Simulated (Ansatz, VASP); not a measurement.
LiCl: VASP beside Ansatz

INCAR

```
SYSTEM = LiCl
  PREC = Accurate
  ENCUT = 520
  EDIFF = 1E-6
  ISMEAR = 0
  SIGMA = 0.02
  LREAL = .FALSE.
  LASPH = .TRUE.
  NELM = 60
  ALGO = Normal
  ISIF = 2
  LWAVE = .FALSE.
  LCHARG = .FALSE.
  GGA = PE
  NBANDS = 18
```

Contents of KPOINTS:

```
Automatic mesh
0
G
  9 9 4
  0 0 0
```

Contents of POSCAR:

```
LiCl
1.0
    3.8676181769      0.0000000000      0.0000000000
   -1.9338090885      3.3494555934      0.0000000000
    0.0000000000      0.0000000000      6.0736951910
Li Cl
2 2
Direct
    0.6666666700      0.3333333300      0.8900608860
    0.3333333300      0.6666666700      0.3643762410
    0.6666666700      0.3333333300      0.4945659866
    0.3333333300      0.6666666700      1.0009988864
```

Input for Ansatz:

```yaml
crystal:
  lattice:
    - [3.8676181769, 0.0, 0.0]
    - [-1.9338090885, 3.3494555934, 0.0]
    - [0.0, 0.0, 6.073695191]
  atoms:
    - { symbol: Li, position: [0.66666667, 0.33333333, 0.890060886] }
    - { symbol: Li, position: [0.33333333, 0.66666667, 0.364376241] }
    - { symbol: Cl, position: [0.66666667, 0.33333333, 0.4945659866] }
    - { symbol: Cl, position: [0.33333333, 0.66666667, 1.0009988864] }
basis:
  ecutwfc: 420
kpoints:
  mp_grid: { grid: [9, 9, 4] }
hamiltonian:
  xc: pbe
scf:
  occupations: { method: gaussian, width: 0.02 }
output:
  forces: true
  stress: true
  eigenvalues: true
  write_density: true
  write_potential: true
  elf: true
  volumetric_format: npy
```

Alike in both runs: task single point; functional PBE; k mesh 9 × 9 × 4; occupations gaussian, width 0.02 eV; no spin polarisation.

|  | VASP | Ansatz |
| --- | --- | --- |
| version | VASP 6.6.1 | Ansatz 0.2.0 |
| potentials or method | VASP PAW PBE potentials, release 64 (Li_sv, Cl), cutoff 520 eV | scalar-relativistic, plane waves, PAW |
| valence electrons in the cell | 20 | 20 |

|  | VASP | Ansatz | Ansatz less VASP |
| --- | --- | --- | --- |
| gap on the k mesh at the Fermi level (eV) | 6.13 | 6.13 | -0.005 |
| least direct gap on the mesh (eV) | 6.13 | 6.13 | -0.005 |
| rms of the force components (eV/Å) | 0.193 | 0.191 | -0.0025 |

Atom by atom the forces differ by 0.003 eV/Å (rms over components). With one functional, cell and mesh, what is left measures potentials, basis and numerics.

Noted on VASP's run: the cutoff is short for stress, so the pressure is rough.
